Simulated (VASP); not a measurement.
Input of a VASP 6.6.1 run:

Contents of INCAR:

```
PREC = Accurate ; ENCUT = 520
EDIFF = 1E-7 ; ISMEAR = 0
SIGMA = 0.03 ; LREAL = F
LASPH = T ; NELM = 60
ALGO = Normal ; ISIF = 2
LWAVE = F ; LCHARG = T
GGA = CA ; LELF = T
LVHAR = T ; NBANDS = 16
```

Contents of KPOINTS:

```
Automatic mesh
0
Gamma
  12 12 6
```

Contents of POSCAR:

```
Si
1.0
    3.7115095052      0.0000000000      0.0000000000
   -1.8557547526      3.2142615179      0.0000000000
    0.0000000000      0.0000000000      6.7480561680
Si
4
Direct
    0.3333333333      0.6666666667      0.0630095000
    0.6666666667      0.3333333333      0.5630095000
    0.3333333333      0.6666666667      0.4369905000
    0.6666666667      0.3333333333      0.9369905000
```

Potentials or basis: VASP PAW LDA potentials, release 64 (Si).

The run is started by

```sh
$ cat potpaw_LDA.64/Si/POTCAR > POTCAR
$ mpirun -np 1 vasp_std > vasp.out
```

Question: Predict the band gap on the k mesh.

Answer: 0.33 eV, indirect (least direct gap 0.62 eV).

Question: What does it give for the pressure?

Answer: -1.0 GPa.

Question: Estimate the largest force.

Answer: 0.667 eV/Å.

Stress tensor (GPa, compression positive):
```
  5.00   0.00   0.00
  0.00   5.00   0.00
  0.00   0.00 -12.95
```

 A k mesh can miss the band edges.
